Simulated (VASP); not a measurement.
# NbH2 (P6_3/mmc) in VASP: notebook

Runs on NbH2. Level: r2SCAN. Tasks: single point.

Program: VASP 6.6.1. These are calculated values, not measurements. Logs are shortened: lines on timing, memory, paths and dates and some standing lists are left out, and cuts for length are marked.

### 1 The cell of the first run

Symmetry: P6_3/mmc, No. 194, hexagonal system. The conventional cell has a = 3.142 Å, b = 3.142 Å, c = 5.544 Å, α = 90.00°, β = 90.00°, γ = 120.00°. Nb (site symmetry -6m2) has 8 H at 1.91 to 2.01 Å within 2.5 Å. Within 2.3 Å of H (site symmetry 3m) lie 4 H at 1.72 to 2.10 Å and 4 Nb at 1.91 to 2.01 Å.

### 2 Single point, r2SCAN

POSCAR

```
NbH2
1.0
    3.1417118408      0.0000000000      0.0000000000
   -1.5708559204      2.7208022655      0.0000000000
    0.0000000000      0.0000000000      5.5435115552
Nb H
2 4
Direct
    0.3333333333      0.6666666667      0.2500000000
    0.6666666667      0.3333333333      0.7500000000
    0.3333333333      0.6666666667      0.5947135222
    0.6666666667      0.3333333333      0.0947135222
    0.3333333333      0.6666666667      0.9052864778
    0.6666666667      0.3333333333      0.4052864778
```

INCAR.step1

```
PREC     = Accurate       # precision mode
ENCUT    = 520            # plane-wave cutoff, eV
ISMEAR   = 0              # smearing method
SIGMA    = 0.1            # smearing width, eV
LREAL    = False          # projectors in reciprocal space
LASPH    = True           # aspherical terms in the spheres
NELM     = 80             # most SCF steps
NBANDS   = 24             # bands
GGA      = PE             # functional
ALGO     = Normal         # electronic algorithm
EDIFF    = 1E-4           # SCF threshold, eV
LWAVE    = True           # write WAVECAR
LCHARG   = False          # write CHGCAR
```

INCAR.step2

```
PREC     = Accurate       # precision mode
ENCUT    = 520            # plane-wave cutoff, eV
EDIFF    = 1E-6           # SCF threshold, eV
ISMEAR   = 0              # smearing method
SIGMA    = 0.1            # smearing width, eV
LREAL    = False          # projectors in reciprocal space
LASPH    = True           # aspherical terms in the spheres
NELM     = 80             # most SCF steps
ALGO     = Normal         # electronic algorithm
ISIF     = 2              # what is computed and relaxed
LWAVE    = False          # write WAVECAR
LCHARG   = False          # write CHGCAR
METAGGA  = R2SCAN         # meta-GGA
LMIXTAU  = True         
NBANDS   = 24             # bands
ISTART   = 1
```

KPOINTS

```
regular mesh
0
Gamma
  6 6 4
```

Potentials or basis: VASP PAW PBE potentials, release 64 (Nb_sv, H).

The run is started by

```bash
> cat potpaw_PBE.64/Nb_sv/POTCAR potpaw_PBE.64/H/POTCAR > POTCAR
> cp INCAR.step1 INCAR
> mpirun -np 1 vasp_std > vasp.out
> cp INCAR.step2 INCAR
> mpirun -np 1 vasp_std > vasp.out
```

OUTCAR:

```text
PREC = Accurate
   ENCUT = 520
   EDIFF = 1E-6
   ISMEAR = 0
   LREAL = False
   LASPH = True
   NELM = 80
   ISIF = 2
   METAGGA = R2SCAN
   ISTART = 1

 ion  position               nearest neighbor table
   1  0.333  0.667  0.250-   3 1.91   5 1.91
   2  0.667  0.333  0.750-   4 1.91   6 1.91
   3  0.333  0.667  0.595-   1 1.91
   4  0.667  0.333  0.095-   2 1.91
   5  0.333  0.667  0.905-   1 1.91
   6  0.667  0.333  0.405-   2 1.91

  LATTYP: Found a hexagonal cell.
 ALAT       =     3.1417118408
 C/A-ratio  =     1.7644875902

  Lattice vectors:

 A1 = (   3.1417118408,   0.0000000000,   0.0000000000)
 A2 = (  -1.5708559204,   2.7208022655,   0.0000000000)
 A3 = (   0.0000000000,   0.0000000000,   5.5435115552)

Analysis of symmetry for initial positions (statically):
=====================================================================
 Subroutine PRICEL returns:
 Original cell was already a primitive cell.

 Routine SETGRP: Setting up the symmetry group for a
 hexagonal supercell.

 Subroutine GETGRP returns: Found 24 space group operations
 (whereof 12 operations were pure point group operations)
 out of a pool of 24 trial point group operations.

The static configuration has the point symmetry D_3d.
 The point group associated with its full space group is D_6h.

Analysis of symmetry for dynamics (positions and initial velocities):
=====================================================================
 Subroutine PRICEL returns:
 Original cell was already a primitive cell.

 Routine SETGRP: Setting up the symmetry group for a
 hexagonal supercell.

 Subroutine GETGRP returns: Found 24 space group operations
 (whereof 12 operations were pure point group operations)
 out of a pool of 24 trial point group operations.

The dynamic configuration has the point symmetry D_3d.
 The point group associated with its full space group is D_6h.

 Subroutine INISYM returns: Found 24 space group operations
 (whereof 12 operations are pure point group operations),
 and found     1 'primitive' translations

----------------------------------------------------------------------------------------

                                     Primitive cell

  volume of cell :      47.3858

  direct lattice vectors                    reciprocal lattice vectors
     3.141711841  0.000000000  0.000000000     0.318297810  0.183769327  0.000000000
    -1.570855920  2.720802266  0.000000000     0.000000000  0.367538653  0.000000000
     0.000000000  0.000000000  5.543511555     0.000000000  0.000000000  0.180391073

  length of vectors
     3.141711841  3.141711841  5.543511555     0.367538653  0.367538653  0.180391073

  position of ions in fractional coordinates (direct lattice)
     0.333333333  0.666666667  0.250000000
     0.666666667  0.333333333  0.750000000
     0.333333333  0.666666667  0.594713522
     0.666666667  0.333333333  0.094713522
     0.333333333  0.666666667  0.905286478
     0.666666667  0.333333333  0.405286478

  ion indices of the primitive-cell ions
   primitive index   ion index
                 1           1
                 2           2
                 3           3
                 4           4
                 5           5
                 6           6

----------------------------------------------------------------------------------------

 KPOINTS: regular mesh

Automatic generation of k-mesh.
 Grid dimensions read from file:
 generate k-points for:    6    6    4

 Generating k-lattice:

  Cartesian coordinates                     Fractional coordinates (reciprocal lattice)
     0.053049635  0.030628221  0.000000000     0.166666667 -0.000000000  0.000000000
     0.000000000  0.061256442  0.000000000     0.000000000  0.166666667  0.000000000
     0.000000000  0.000000000  0.045097768     0.000000000  0.000000000  0.250000000

  Length of vectors
     0.061256442  0.061256442  0.045097768

  Shift w.r.t. Gamma in fractional coordinates (k-lattice)
     0.000000000  0.000000000  0.000000000

 Subroutine IBZKPT returns following result:
 ===========================================

 Found     21 irreducible k-points:

 Following reciprocal coordinates:
            Coordinates               Weight
  0.000000  0.000000  0.000000      1.000000
  0.166667  0.000000  0.000000      6.000000
  0.333333 -0.000000  0.000000      6.000000
  0.500000 -0.000000  0.000000      3.000000
  0.166667  0.166667  0.000000      6.000000
  0.333333  0.166667  0.000000     12.000000
[... 13 lines left out ...]
  0.333333  0.166667  0.500000     12.000000
  0.333333  0.333333  0.500000      2.000000
   k-points           NKPTS =     21   k-points in BZ     NKDIM =     21   number of bands    NBANDS=     24
   number of dos      NEDOS =    301   number of ions     NIONS =      6
   total plane-waves  NPLWV =  24192
   dimension x,y,z NGX =    24 NGY =   24 NGZ =   42
   dimension x,y,z NGXF=    48 NGYF=   48 NGZF=   84
   ions per type =               2   4
   NGX,Y,Z   is equivalent  to a cutoff of  12.70, 12.70, 12.60 a.u.
   NGXF,Y,Z  is equivalent  to a cutoff of  25.40, 25.40, 25.19 a.u.
 SYSTEM =  unknown system
   PREC   = accura    normal or accurate (medium, high low for compatibility)
   ISTART =      1    job   : 0-new  1-cont  2-samecut
   ICHARG =      0    charge: 1-file 2-atom 10-const
   ISPIN  =      1    spin polarized calculation?
   LNONCOLLINEAR =      F non collinear calculations
   LSORBIT =      F    spin-orbit coupling
   LASPH  =      T    aspherical Exc in radial PAW
   ENCUT  =  520.0 eV  38.22 Ry    6.18 a.u.   5.84  5.84 10.31*2*pi/ulx,y,z
   NELM   =     80;   NELMIN=  2; NELMDL=  0     # of ELM steps
   EDIFF  = 0.1E-05   stopping-criterion for ELM
   LREAL  =      F    real-space projection
   EDIFFG = 0.1E-04   stopping-criterion for IOM
   NSW    =      0    number of steps for IOM
   IBRION =     -1    ionic relax: 0-MD 1-quasi-New 2-CG
   NFREE  =      0    steps in history (QN), initial steepest desc. (CG)
   ISIF   =      2    stress and relaxation
   ISYM   =      2    0-nonsym 1-usesym 2-fastsym
   POTIM  = 0.5000    time-step for ionic-motion
   TEBEG  =    0.0;   TEEND  =   0.0 temperature during run
   PSTRESS=    0.0 pullay stress
   NELECT =      30.0000    total number of electrons
   NUPDOWN=      -1.0000    fix difference up-down
   EMIN   =  10.00;   EMAX   =-10.00  energy-range for DOS
   EFERMI =   0.00;   METHOD = LEGACY
   ISMEAR =     0;   SIGMA  =   0.10  broadening in eV -4-tet -1-fermi 0-gaus
   EFERMI_NEDOS =   21; number of points for ismear=-14 and -15
   IALGO  =     38    algorithm
   IMIX   =      4    mixing-type and parameters
     AMIX     =   0.40;   BMIX     =  1.00
     AMIX_MAG =   1.60;   BMIX_MAG =  1.00
  volume/ion in A,a.u.               =       7.90        53.30
  Fermi-wavevector in a.u.,A,eV,Ry     =   1.405721  2.656428 26.885816  1.976052
  Thomas-Fermi vector in A             =   2.528154
   LORBIT       =      0    0 simple, 1 ext, 2 COOP (PROOUT), +10 PAW based schemes
   METAGGA = R2SCAN    functional components
   LHFCALC =     F    Hartree Fock is set to
   AEXX    =    0.0000 exact exchange contribution
   IVDW    =     0    specifies the selected vdW correction
   LEPSILON=     F    determine dielectric tensor
   LRPA    =     F    only Hartree local field effects (RPA)
 non-spin polarized calculation
 Gauss-broadening in eV      SIGMA  =   0.10
  energy-cutoff  :      520.00
  volume of cell :       47.39
 maximum number of plane-waves:      1287
 NGX is ok and might be reduce to    24
   NGX = 11   NGY = 11   NGZ = 21

 number of electron      30.0000001 magnetization

 Free energy of the ion-electron system (eV)
  ---------------------------------------------------
  ext. energy  EPLUGINS =         0.00000000
  ---------------------------------------------------
  free energy    TOTEN  =       -64.24323214 eV

  energy without entropy =      -64.22484508  energy(sigma->0) =      -64.23403861

 E-fermi :   9.9968     XC(G=0): -12.9894

 val. band max:        9.9777046948   @ k =   0.3333   0.3333   0.2500
 cond. band min:      10.0075492537   @ k =   0.3333   0.3333   0.0000
 fundamental gap:      0.0298445588
 Fermi energy:         9.9967555687

 k-point     1 :       0.0000    0.0000    0.0000
  band No.  band energies     occupation
      1     -47.3343      2.00000
      2     -47.2643      2.00000
      3     -23.2189      2.00000
      4     -22.5791      2.00000
      5     -22.3076      2.00000
      6     -22.3076      2.00000
[... 16 lines left out ...]
     23      16.7209      0.00000
     24      16.7283      0.00000

 k-point     2 :       0.1667    0.0000    0.0000
  band No.  band energies     occupation
      1     -47.3099      2.00000
      2     -47.2481      2.00000
      3     -23.1541      2.00000
      4     -22.5900      2.00000
      5     -22.4825      2.00000
      6     -22.4245      2.00000
[... 16 lines left out ...]
     23      18.0797      0.00000
     24      18.6114      0.00000

 k-point     3 :       0.3333   -0.0000    0.0000
  band No.  band energies     occupation
      1     -47.2584      2.00000
      2     -47.2181      2.00000
      3     -23.0013      2.00000
      4     -22.8260      2.00000
      5     -22.7604      2.00000
      6     -22.6342      2.00000
[... 16 lines left out ...]
     23      17.3167      0.00000
     24      20.1195      0.00000
[... 433 lines left out ...]
 k-point    20 :       0.3333    0.1667    0.5000
  band No.  band energies     occupation
      1     -47.2177      2.00000
      2     -47.2177      2.00000
      3     -22.9979      2.00000
      4     -22.9979      2.00000
      5     -22.6768      2.00000
      6     -22.6768      2.00000
[... 16 lines left out ...]
     23      18.7052      0.00000
     24      18.7052      0.00000

 k-point    21 :       0.3333    0.3333    0.5000
  band No.  band energies     occupation
      1     -47.2074      2.00000
      2     -47.2074      2.00000
      3     -22.9597      2.00000
      4     -22.9597      2.00000
      5     -22.7073      2.00000
      6     -22.7073      2.00000
[... 16 lines left out ...]
     23      17.9307      0.00000
     24      17.9307      0.00000

------------------------ aborting loop because EDIFF is reached ----------------------------------------

  FORCE on cell =-STRESS in cart. coord.  units (eV):
  Direction    XX          YY          ZZ          XY          YZ          ZX
  --------------------------------------------------------------------------------------
  -------------------------------------------------------------------------------------
  Total       -0.0782683     -0.0782683     -0.1032024     -0.0000000     -0.0000000      0.0000000
  in kB       -2.6463558     -2.6463558     -3.4894094     -0.0000000     -0.0000000      0.0000000
  external PRESSURE =      -2.9273737 kB  Pullay stress =       0.0000000 kB

 VOLUME and BASIS-vectors are now :
 -----------------------------------------------------------------------------
  energy-cutoff  :      520.00
  volume of cell :       47.39
      direct lattice vectors                 reciprocal lattice vectors
     3.141711841  0.000000000  0.000000000     0.318297810  0.183769327  0.000000000
    -1.570855920  2.720802266  0.000000000     0.000000000  0.367538653  0.000000000
     0.000000000  0.000000000  5.543511555     0.000000000  0.000000000  0.180391073

 POSITION                                       TOTAL-FORCE (eV/Angst)
 -----------------------------------------------------------------------------------
     -0.00000      1.81387      1.38588         0.000000      0.000000     -0.000000
      1.57086      0.90693      4.15763        -0.000000     -0.000000     -0.000000
     -0.00000      1.81387      3.29680        -0.000000     -0.000000     -0.000156
      1.57086      0.90693      0.52505         0.000000     -0.000000     -0.000156
     -0.00000      1.81387      5.01847        -0.000000     -0.000000      0.000156
      1.57086      0.90693      2.24671         0.000000     -0.000000      0.000156
 -----------------------------------------------------------------------------------
    total drift:                               -0.000000      0.000000     -0.000000

  FREE ENERGIE OF THE ION-ELECTRON SYSTEM (eV)
  ---------------------------------------------------
  free  energy   TOTEN  =       -64.2432321359 eV

  energy  without entropy=      -64.2248450776  energy(sigma->0) =      -64.23403861
```

It took 61 s on 1 thread of Intel Xeon Platinum 8488C (Sapphire Rapids), shared host; peak memory 0.17 GiB.

What came out:

```yaml
Free_energy: -64.2432 eV
Pressure: -0.3 GPa
Band_gap_on_the_k_mesh: zero (band 15 reaches 10.49 eV, above the bottom of band 16 at 9.18 eV)
```

Caveat: the k points lie up to 0.38 Å⁻¹ apart; the PAW data sets were made with another functional, which shifts forces and pressure a little.

[end of part 1 of 2]
